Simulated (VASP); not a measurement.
# Ga4As3P (P1) in VASP: single point with PBEsol

Aim: the single point of Ga4As3P with PBEsol.

Program: VASP 6.6.1. These are calculated values, not measurements. Logs are shortened: lines on timing, memory, paths and dates and some standing lists are left out, and cuts for length are marked.

### 1 The cell of the first run

The typed cell holds 64 atoms: a = 11.205 Å, b = 11.205 Å, c = 11.205 Å, α = 90.00°, β = 90.00°, γ = 90.00°.

### 2 Single point, PBEsol

Input file INCAR:

```
PREC = Accurate ; ENCUT = 520
EDIFF = 1E-6 ; ISMEAR = -1
SIGMA = 0.05 ; LREAL = Auto
LASPH = T ; NELM = 100
ALGO = Normal ; ISIF = 2
LWAVE = F ; LCHARG = F
GGA = PS ; ISYM = 0
NBANDS = 326 ; LUSENCCL = F
```

Input file KPOINTS:

```
Automatic mesh
0
Gamma
  1 1 1
  0.25 0.25 0.25
```

Input file POSCAR:

```
Ga4As3P
1.0
   11.2051860704      0.0000000000      0.0000000000
    0.0000000000     11.2051860704      0.0000000000
    0.0000000000      0.0000000000     11.2051860704
Ga As P
32 24 8
Direct
    0.9977250000      0.9966440000      0.0031890000
    0.0008610000      0.0002060000      0.5010590000
    0.0043840000      0.4961930000      0.9971950000
    0.0075330000      0.5015950000      0.5007140000
    0.4957130000      0.0030920000      0.9971430000
    0.4959300000      0.9958090000      0.5038900000
    0.4958100000      0.5042580000      0.9967140000
    0.4955370000      0.5026580000      0.4981340000
    0.2492920000      0.2503120000      0.9930000000
    0.2466310000      0.2539640000      0.4975970000
    0.2527950000      0.7458950000      0.9971350000
    0.2526040000      0.7464770000      0.5040940000
    0.7498430000      0.2507300000      0.0008230000
    0.7493630000      0.2503440000      0.5006770000
    0.7525240000      0.7531340000      0.0029240000
    0.7494050000      0.7494850000      0.5005520000
    0.2494550000      0.9993890000      0.2496480000
    0.2557370000      0.9996740000      0.7495560000
    0.2495870000      0.5007120000      0.2566980000
    0.2469820000      0.5032020000      0.7529660000
    0.7522240000      0.9968120000      0.2470440000
    0.7501650000      0.9992980000      0.7504090000
    0.7505280000      0.5002490000      0.2498220000
    0.7490490000      0.5004370000      0.7496370000
    0.0046400000      0.2544470000      0.2536800000
    0.0042360000      0.2527920000      0.7540200000
    0.9976780000      0.7527990000      0.2463560000
    0.0047040000      0.7466640000      0.7463020000
    0.4996310000      0.2492140000      0.2494710000
    0.4955060000      0.2473560000      0.7526460000
    0.4955680000      0.7466800000      0.2536420000
    0.4930500000      0.7497170000      0.7504820000
    0.1251960000      0.1263510000      0.1239530000
    0.1269340000      0.1258430000      0.6261040000
    0.1257940000      0.6239020000      0.1251340000
    0.6245540000      0.1235520000      0.1239300000
    0.6228090000      0.1240040000      0.6260450000
    0.6236390000      0.6257760000      0.1252210000
    0.6215860000      0.6256940000      0.6252490000
    0.3725570000      0.3759240000      0.1242820000
    0.3720250000      0.3764370000      0.6263740000
    0.3743490000      0.8736960000      0.1241460000
    0.8771500000      0.3750930000      0.1251580000
    0.8779420000      0.3760320000      0.6251400000
    0.8759600000      0.8735890000      0.6252950000
    0.3735480000      0.1248040000      0.3763380000
    0.8758320000      0.1251770000      0.3741320000
    0.8759100000      0.1250550000      0.8760800000
    0.8769780000      0.6250760000      0.3753310000
    0.8770440000      0.6248640000      0.8750260000
    0.1258690000      0.8726050000      0.3762650000
    0.1266860000      0.8741840000      0.8744170000
    0.6233000000      0.3761350000      0.3751210000
    0.6226180000      0.3751770000      0.8750920000
    0.6235530000      0.8741530000      0.3750130000
    0.6225190000      0.8746080000      0.8750870000
    0.1279970000      0.6240980000      0.6255220000
    0.3733380000      0.8728000000      0.6261100000
    0.8749430000      0.8748080000      0.1248970000
    0.3732250000      0.1247830000      0.8740390000
    0.3727660000      0.6250260000      0.3770880000
    0.3727400000      0.6247190000      0.8730270000
    0.1260680000      0.3773960000      0.3764330000
    0.1270020000      0.3760970000      0.8737710000
```

Potentials or basis: VASP PAW PBE potentials, release 64 (Ga_d, As, P).

The run is started by

```bash
cat potpaw_PBE.64/Ga_d/POTCAR potpaw_PBE.64/As/POTCAR potpaw_PBE.64/P/POTCAR > POTCAR
mpirun -np 1 vasp_std > vasp.out
```

OUTCAR:

```text
PREC = Accurate
   ENCUT = 520
   EDIFF = 1E-6
   ISMEAR = -1
   LREAL = Auto
   LASPH = T
   NELM = 100
   ISIF = 2
   GGA = PS
   ISYM = 0

 ion  position               nearest neighbor table
   1  0.998  0.997  0.003-  59 2.37  48 2.44  33 2.45  52 2.46
   2  0.001  0.000  0.501-  45 2.43  34 2.44  47 2.44  51 2.44
   3  0.004  0.496  0.997-  64 2.37  43 2.44  35 2.44  50 2.45
   4  0.008  0.502  0.501-  63 2.37  57 2.38  49 2.46  44 2.46
   5  0.496  0.003  0.997-  60 2.38  36 2.43  56 2.44  42 2.44
   6  0.496  0.996  0.504-  58 2.38  37 2.44  55 2.45  46 2.45
[... 56 lines left out ...]
  63  0.126  0.377  0.376-  10 2.36  19 2.37   4 2.37  25 2.38
  64  0.127  0.376  0.874-  26 2.37   3 2.37   9 2.38  20 2.38

IMPORTANT INFORMATION: All symmetrisations will be switched off!
NOSYMM: (Re-)initialisation of all symmetry stuff for point group C_1.

----------------------------------------------------------------------------------------

                                     Primitive cell

  volume of cell :    1406.8805

  direct lattice vectors                    reciprocal lattice vectors
    11.205186070  0.000000000  0.000000000     0.089244390  0.000000000  0.000000000
     0.000000000 11.205186070  0.000000000     0.000000000  0.089244390  0.000000000
     0.000000000  0.000000000 11.205186070     0.000000000  0.000000000  0.089244390

  length of vectors
    11.205186070 11.205186070 11.205186070     0.089244390  0.089244390  0.089244390

  position of ions in fractional coordinates (direct lattice)
     0.997725000  0.996644000  0.003189000
     0.000861000  0.000206000  0.501059000
     0.004384000  0.496193000  0.997195000
     0.007533000  0.501595000  0.500714000
     0.495713000  0.003092000  0.997143000
     0.495930000  0.995809000  0.503890000
[... 56 lines left out ...]
     0.126068000  0.377396000  0.376433000
     0.127002000  0.376097000  0.873771000

  ion indices of the primitive-cell ions
   primitive index   ion index
                 1           1
                 2           2
                 3           3
                 4           4
                 5           5
                 6           6
[... 56 lines left out ...]
                63          63
                64          64

----------------------------------------------------------------------------------------

 KPOINTS: Automatic mesh

Automatic generation of k-mesh.
 Grid dimensions read from file:
 generate k-points for:    1    1    1

 Generating k-lattice:

  Cartesian coordinates                     Fractional coordinates (reciprocal lattice)
     0.089244390  0.000000000  0.000000000     1.000000000  0.000000000  0.000000000
     0.000000000  0.089244390  0.000000000     0.000000000  1.000000000  0.000000000
     0.000000000  0.000000000  0.089244390     0.000000000  0.000000000  1.000000000

  Length of vectors
     0.089244390  0.089244390  0.089244390

  Shift w.r.t. Gamma in fractional coordinates (k-lattice)
     0.250000000  0.250000000  0.250000000

 Subroutine IBZKPT returns following result:
 ===========================================

 Found      4 irreducible k-points:

 Following reciprocal coordinates:
            Coordinates               Weight
  0.250000  0.250000  0.250000      2.000000
 -0.250000  0.250000  0.250000      2.000000
 -0.250000 -0.250000  0.250000      2.000000
  0.250000 -0.250000  0.250000      2.000000
   k-points           NKPTS =      4   k-points in BZ     NKDIM =      4   number of bands    NBANDS=    326
   number of dos      NEDOS =    301   number of ions     NIONS =     64
   total plane-waves  NPLWV = 592704
   dimension x,y,z NGX =    84 NGY =   84 NGZ =   84
   dimension x,y,z NGXF=   168 NGYF=  168 NGZF=  168
   ions per type =              32  24   8
   NGX,Y,Z   is equivalent  to a cutoff of  12.46, 12.46, 12.46 a.u.
   NGXF,Y,Z  is equivalent  to a cutoff of  24.93, 24.93, 24.93 a.u.
 SYSTEM =  unknown system
   PREC   = accura    normal or accurate (medium, high low for compatibility)
   ISTART =      0    job   : 0-new  1-cont  2-samecut
   ICHARG =      2    charge: 1-file 2-atom 10-const
   ISPIN  =      1    spin polarized calculation?
   LNONCOLLINEAR =      F non collinear calculations
   LSORBIT =      F    spin-orbit coupling
   LASPH  =      T    aspherical Exc in radial PAW
   ENCUT  =  520.0 eV  38.22 Ry    6.18 a.u.  20.83 20.83 20.83*2*pi/ulx,y,z
   NELM   =    100;   NELMIN=  2; NELMDL= -5     # of ELM steps
   EDIFF  = 0.1E-05   stopping-criterion for ELM
   LREAL  =      T    real-space projection
   EDIFFG = 0.1E-04   stopping-criterion for IOM
   NSW    =      0    number of steps for IOM
   IBRION =     -1    ionic relax: 0-MD 1-quasi-New 2-CG
   NFREE  =      0    steps in history (QN), initial steepest desc. (CG)
   ISIF   =      2    stress and relaxation
   ISYM   =      0    0-nonsym 1-usesym 2-fastsym
   POTIM  = 0.5000    time-step for ionic-motion
   TEBEG  =    0.0;   TEEND  =   0.0 temperature during run
   PSTRESS=    0.0 pullay stress
   NELECT =     576.0000    total number of electrons
   NUPDOWN=      -1.0000    fix difference up-down
   EMIN   =  10.00;   EMAX   =-10.00  energy-range for DOS
   EFERMI =   0.00;   METHOD = LEGACY
   ISMEAR =    -1;   SIGMA  =   0.05  broadening in eV -4-tet -1-fermi 0-gaus
   EFERMI_NEDOS =   21; number of points for ismear=-14 and -15
   IALGO  =     38    algorithm
   IMIX   =      4    mixing-type and parameters
     AMIX     =   0.40;   BMIX     =  1.00
     AMIX_MAG =   1.60;   BMIX_MAG =  1.00
  volume/ion in A,a.u.               =      21.98       148.35
  Fermi-wavevector in a.u.,A,eV,Ry     =   1.215616  2.297182 20.105648  1.477723
  Thomas-Fermi vector in A             =   2.350998
   LORBIT       =      0    0 simple, 1 ext, 2 COOP (PROOUT), +10 PAW based schemes
   GGA     = PS    functional components
   LHFCALC =     F    Hartree Fock is set to
   AEXX    =    0.0000 exact exchange contribution
   IVDW    =     0    specifies the selected vdW correction
   LEPSILON=     F    determine dielectric tensor
   LRPA    =     F    only Hartree local field effects (RPA)
 non-spin polarized calculation
  energy-cutoff  :      520.00
  volume of cell :     1406.88
 maximum number of plane-waves:     37848
   NGX = 41   NGY = 41   NGZ = 41

 number of electron     575.9999907 magnetization

 Free energy of the ion-electron system (eV)
  ---------------------------------------------------
  ext. energy  EPLUGINS =         0.00000000
  ---------------------------------------------------
  free energy    TOTEN  =      -297.25014885 eV

  energy without entropy =     -297.25014599  energy(sigma->0) =     -297.25014742

 E-fermi :   4.4950     XC(G=0):  -9.8357

 val. band max:        3.7717374864   @ k =   0.2500  -0.2500   0.2500
 cond. band min:       5.1854418663   @ k =   0.2500  -0.2500   0.2500
 fundamental gap:      1.4137043799
 Fermi energy:         4.4950172244

 k-point     1 :       0.2500    0.2500    0.2500
  band No.  band energies     occupation
      1     -10.8663      2.00000
      2     -10.8622      2.00000
      3     -10.8560      2.00000
      4     -10.8494      2.00000
      5     -10.8492      2.00000
      6     -10.8481      2.00000
[... 292 lines left out ...]
    299       6.1501      0.00000
    300       6.3494      0.00000

 k-point     2 :      -0.2500    0.2500    0.2500
  band No.  band energies     occupation
      1     -10.8664      2.00000
      2     -10.8622      2.00000
      3     -10.8562      2.00000
      4     -10.8497      2.00000
      5     -10.8488      2.00000
      6     -10.8480      2.00000
[... 292 lines left out ...]
    299       6.1346      0.00000
    300       6.3414      0.00000

 k-point     3 :      -0.2500   -0.2500    0.2500
  band No.  band energies     occupation
      1     -10.8663      2.00000
      2     -10.8625      2.00000
      3     -10.8560      2.00000
      4     -10.8493      2.00000
      5     -10.8489      2.00000
      6     -10.8477      2.00000
[... 292 lines left out ...]
    299       6.1463      0.00000
    300       6.3282      0.00000

 k-point     4 :       0.2500   -0.2500    0.2500
  band No.  band energies     occupation
      1     -10.8664      2.00000
      2     -10.8625      2.00000
      3     -10.8560      2.00000
      4     -10.8496      2.00000
      5     -10.8489      2.00000
      6     -10.8477      2.00000
[... 292 lines left out ...]
    299       6.1490      0.00000
    300       6.3413      0.00000
 [bands above 300 left out]

------------------------ aborting loop because EDIFF is reached ----------------------------------------

  FORCE on cell =-STRESS in cart. coord.  units (eV):
  Direction    XX          YY          ZZ          XY          YZ          ZX
  --------------------------------------------------------------------------------------
  -------------------------------------------------------------------------------------
  Total        0.9298037      0.8325331      0.9062985      0.1898442      0.1782063      0.2175734
  in kB        1.0588748      0.9481016      1.0321067      0.2161975      0.2029440      0.2477760
  external PRESSURE =       1.0130277 kB  Pullay stress =       0.0000000 kB

 VOLUME and BASIS-vectors are now :
 -----------------------------------------------------------------------------
  energy-cutoff  :      520.00
  volume of cell :     1406.88
      direct lattice vectors                 reciprocal lattice vectors
    11.205186070  0.000000000  0.000000000     0.089244390  0.000000000  0.000000000
     0.000000000 11.205186070  0.000000000     0.000000000  0.089244390  0.000000000
     0.000000000  0.000000000 11.205186070     0.000000000  0.000000000  0.089244390

 POSITION                                       TOTAL-FORCE (eV/Angst)
 -----------------------------------------------------------------------------------
     11.17969     11.16758      0.03573        -0.026105     -0.017659      0.011140
      0.00965      0.00231      5.61446        -0.006333     -0.022176     -0.015731
      0.04912      5.55993     11.17376         0.013860     -0.018428     -0.018081
      0.08441      5.62047      5.61059         0.021092     -0.030150     -0.013656
      5.55456      0.03465     11.17317        -0.014076      0.003885     -0.027241
      5.55699     11.15823      5.64618        -0.022472     -0.011745     -0.000930
[... 56 lines left out ...]
      1.41262      4.22879      4.21800         0.006012      0.022551      0.011542
      1.42308      4.21424      9.79077         0.013927      0.011189      0.015995
 -----------------------------------------------------------------------------------
    total drift:                               -0.006731     -0.007887      0.007977

  FREE ENERGIE OF THE ION-ELECTRON SYSTEM (eV)
  ---------------------------------------------------
  free  energy   TOTEN  =      -297.2501488500 eV

  energy  without entropy=     -297.2501459859  energy(sigma->0) =     -297.25014742
```

It took 3.7 min on 1 × NVIDIA H100 80GB with 1 thread of Intel Xeon Platinum 8481C at 2.70GHz (Sapphire Rapids), shared host; peak memory 2.6 GiB.

What came out:

```yaml
Free_energy: -297.2501 eV
Pressure: 0.1 GPa
Largest_force: 0.051 eV/Å
Band_gap_on_the_k_mesh: 1.41 eV, direct
```

Forces on the atoms (eV/Å):
```
Ga  -0.026 -0.018  0.011
Ga  -0.006 -0.022 -0.016
Ga   0.014 -0.018 -0.018
Ga   0.021 -0.030 -0.014
Ga  -0.014  0.004 -0.027
Ga  -0.022 -0.012 -0.001
Ga  -0.024 -0.008 -0.021
Ga  -0.026  0.015 -0.023
Ga   0.006  0.003 -0.025
Ga  -0.025  0.012 -0.017
Ga   0.011 -0.013 -0.021
Ga   0.000 -0.020  0.004
Ga  -0.015 -0.023 -0.007
Ga  -0.003 -0.014 -0.012
Ga  -0.002  0.004  0.003
Ga  -0.001 -0.009 -0.018
Ga  -0.009  0.001 -0.001
Ga   0.010 -0.007 -0.002
Ga  -0.017 -0.009  0.011
Ga  -0.026 -0.009  0.002
Ga   0.016 -0.030 -0.038
Ga  -0.011  0.002 -0.003
Ga  -0.008 -0.018 -0.008
Ga   0.001 -0.007 -0.005
Ga  -0.005  0.002  0.006
Ga   0.009  0.014 -0.013
Ga  -0.028  0.000 -0.016
Ga   0.001 -0.023 -0.023
Ga  -0.008  0.003 -0.013
Ga  -0.016 -0.023  0.015
Ga  -0.013 -0.018  0.002
Ga  -0.034 -0.018 -0.002
As  -0.007 -0.002  0.017
As   0.005  0.013  0.022
As   0.018 -0.009  0.014
As   0.004  0.020  0.012
As   0.004 -0.007  0.013
As   0.002  0.030 -0.005
As   0.001  0.019  0.012
As   0.008  0.012 -0.012
As   0.001  0.028  0.000
As   0.018 -0.008 -0.007
As   0.003  0.009  0.016
As   0.009  0.009  0.010
As   0.015  0.012  0.016
As   0.013 -0.010  0.009
As   0.020  0.019 -0.002
As   0.011  0.001  0.010
As   0.013  0.012  0.005
As  -0.008  0.018  0.014
As   0.000  0.019  0.007
As   0.018  0.004 -0.006
As   0.024  0.000  0.004
As  -0.004  0.004  0.013
As  -0.002  0.000  0.018
As   0.008  0.003  0.011
P    0.023  0.007 -0.004
P    0.018  0.003  0.018
P    0.002  0.012  0.017
P    0.018  0.013  0.001
P   -0.008  0.000  0.031
P    0.004  0.026  0.011
P    0.006  0.023  0.012
P    0.014  0.011  0.016
```

Levels at points of the mesh, in eV from the valence-band top:
```csv
k point,band 285,band 286,band 287,band 288,band 289,band 290,band 291,band 292
"(0.25, 0.25, 0.25)",-0.49,-0.44,-0.01,0.00,1.42,1.82,1.84,1.87
```

Caveat: the k points lie up to 0.56 Å⁻¹ apart; the PAW data sets were made with another functional, which shifts forces and pressure a little.
